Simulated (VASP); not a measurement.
The system is Tl.

```
Tl
1.0
    -2.11333    2.11333    1.97474
     2.11333   -2.11333    1.97474
     2.11333    2.11333   -1.97474
Tl
1
Direct
  0.00000 0.00000 0.00000
```

| Item | Value |
| --- | --- |
| Program | VASP 6.6.1 |
| Task | relaxation of cell and atoms |
| Functional | PBE |
| Potentials or basis | VASP PAW PBE potentials, release 64 (Tl_d) |
| Cutoff | 600 eV |
| k mesh | 14 × 14 × 14 |
| Occupations | gaussian, width 0.1 eV |
| Spin | no spin polarisation |

At the start: pressure -2.3 GPa; volume 35.28 Å³/atom.

Problem. Where does the relaxation end?

Solution. Over 12 steps the energy falls by 34.0 meV/atom and the volume is 31.34 Å³/atom (-11.2 %); space group I4/mmm (No. 139, to 0.1 Å) before, Im-3m (No. 229, to 0.1 Å).

The path:
| step | energy change (eV) | largest force (eV/Å) | pressure (GPa) | volume (Å³) |
| --- | --- | --- | --- | --- |
| 1 | 0.0000 | 0.0000 | -2.30 | 35.28 |
| 2 | -0.0276 | 0.0000 | -1.04 | 32.75 |
| 3 | -0.0326 | 0.0000 | -0.06 | 31.42 |
| 4 | -0.0326 | 0.0000 | 0.03 | 31.31 |
| 5 | -0.0331 | 0.0000 | 0.03 | 31.30 |
| 6 | -0.0336 | 0.0000 | 0.04 | 31.29 |
| 7 | -0.0338 | 0.0000 | 0.05 | 31.28 |
| 8 | -0.0340 | 0.0000 | 0.08 | 31.25 |
| 9 | -0.0338 | 0.0000 | 0.13 | 31.18 |
| 10 | -0.0340 | 0.0000 | 0.10 | 31.23 |
| 11 | -0.0340 | 0.0000 | -0.12 | 31.49 |
| 12 | -0.0340 | 0.0000 | 0.00 | 31.34 |

Final structure:
```cif
data_structure
_symmetry_space_group_name_H-M 'P 1'
_symmetry_Int_Tables_number 1
_cell_length_a 3.4403
_cell_length_b 3.4403
_cell_length_c 3.4403
_cell_angle_alpha 109.468
_cell_angle_beta 109.468
_cell_angle_gamma 109.478
_cell_volume 31.34
loop_
_atom_site_label
_atom_site_type_symbol
_atom_site_fract_x
_atom_site_fract_y
_atom_site_fract_z
_atom_site_occupancy
Tl1 Tl 0.00000 0.00000 0.00000 1
```
